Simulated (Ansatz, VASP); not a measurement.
## One calculation of Si3N2, two programs

```
Si N
1.0
     3.50477    0.00000    0.00000
     0.00000    3.50477    0.00000
     0.00000    0.00000    5.31350
Si N
3 2
Direct
  0.50000 0.50000 0.00000
  0.00000 0.50000 0.63302
  0.50000 0.00000 0.36698
  0.50000 0.50000 0.50000
  0.00000 0.00000 0.50000
```

Alike in both runs: functional PBE; k mesh 10 × 10 × 8; occupations gaussian, width 0.1 eV; no spin polarisation.

Ansatz relaxed the structure, and its values are those at the end. VASP's run is a single point on that final structure, the one shown.

|  | VASP | Ansatz |
| --- | --- | --- |
| version | VASP 6.6.1 | Ansatz 0.2.0 |
| potentials or method | VASP PAW PBE potentials, release 64 (Si, N), cutoff 520 eV | scalar-relativistic, plane waves, PAW |
| valence electrons in the cell | 22 | 22 |

|  | VASP | Ansatz | Ansatz less VASP |
| --- | --- | --- | --- |
| gap on the k mesh at the Fermi level (eV) | none | none | - |
| pressure (GPa) | 0.0 | 0.0 | +0.02 |

A gap of «none» marks a metal or a gap that the smearing closes. With one functional, cell and mesh, what is left measures potentials, basis and numerics.
